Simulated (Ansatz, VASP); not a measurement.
**Two plane-wave programs on In**

The input POSCAR:

```
In
1.0
   -1.6947072700      1.6947072700      2.2973723900
    1.6947072700     -1.6947072700      2.2973723900
    1.6947072700      1.6947072700     -2.2973723900
In
1
Direct
    0.0000000000      0.0000000000      0.0000000000
```

Contents of INCAR.step1:

```
ALGO     = Normal         # electronic algorithm
EDIFF    = 1E-4           # SCF threshold, eV
ENCUT    = 600            # plane-wave cutoff, eV
GGA      = PE             # functional
ISMEAR   = 0              # smearing method
LASPH    = T              # aspherical terms in the spheres
LCHARG   = F              # write CHGCAR
LREAL    = F              # projectors in reciprocal space
LWAVE    = T              # write WAVECAR
NELM     = 60             # most SCF steps
PREC     = Accurate       # precision mode
SIGMA    = 0.1            # smearing width, eV
```

The input INCAR.step2:

```
ALGO     = Normal         # electronic algorithm
EDIFF    = 1E-6           # SCF threshold, eV
EDIFFG   = -0.005         # ionic threshold
ENCUT    = 600            # plane-wave cutoff, eV
IBRION   = 2              # ionic algorithm
ISIF     = 3              # what is computed and relaxed
ISMEAR   = 0              # smearing method
ISTART   = 1            
LASPH    = T              # aspherical terms in the spheres
LCHARG   = F              # write CHGCAR
LMIXTAU  = T            
LREAL    = F              # projectors in reciprocal space
LWAVE    = F              # write WAVECAR
METAGGA  = R2SCAN         # meta-GGA
NELM     = 60             # most SCF steps
NSW      = 100            # ionic steps
PREC     = Accurate       # precision mode
SIGMA    = 0.1            # smearing width, eV
```

Contents of KPOINTS:

```
k-points
0
Gamma
  18 18 18
```

Input for Ansatz:

```yaml
crystal:
  lattice:
    - [-1.69470727, 1.69470727, 2.29737239]
    - [1.69470727, -1.69470727, 2.29737239]
    - [1.69470727, 1.69470727, -2.29737239]
  atoms:
    - { symbol: In, position: [0.0, 0.0, 0.0] }
basis:
  ecutwfc: 500
kpoints:
  mp_grid: { grid: [18, 18, 18] }
hamiltonian:
  xc: r2scan
scf:
  occupations: { method: gaussian, width: 0.1 }
output:
  forces: true
  stress: true
  eigenvalues: true
  write_density: true
  write_potential: true
  elf: true
  volumetric_format: npy
relax:
  adjacent_minimum: "off"
  f_tol: 0.005
  max_steps: 80
  cell: { stress_tol: 0.05 }
```

Alike in both runs: task relaxation of cell and atoms; functional r2SCAN; k mesh 18 × 18 × 18; occupations gaussian, width 0.1 eV; no spin polarisation.

```csv
,VASP,Ansatz
version,VASP 6.6.1,Ansatz 0.2.0
potentials or method,"VASP PAW PBE potentials, release 64 (In_d), cutoff 600 eV","scalar-relativistic, plane waves, PAW"
valence electrons in the cell,13,13
```

```csv
,VASP,Ansatz,Ansatz less VASP
"gap on the k mesh at the Fermi level, each at its own relaxed structure (eV)",none,none,-
relaxed volume (Å³/atom),26.36,26.32,-0.038
relaxed length of the cell vector where the two differ most in proportion (Å),3.343,3.339,-0.0032
```

VASP's potentials were made for PBE, not for r2SCAN. A gap of «none» marks a metal or a gap that the smearing closes.
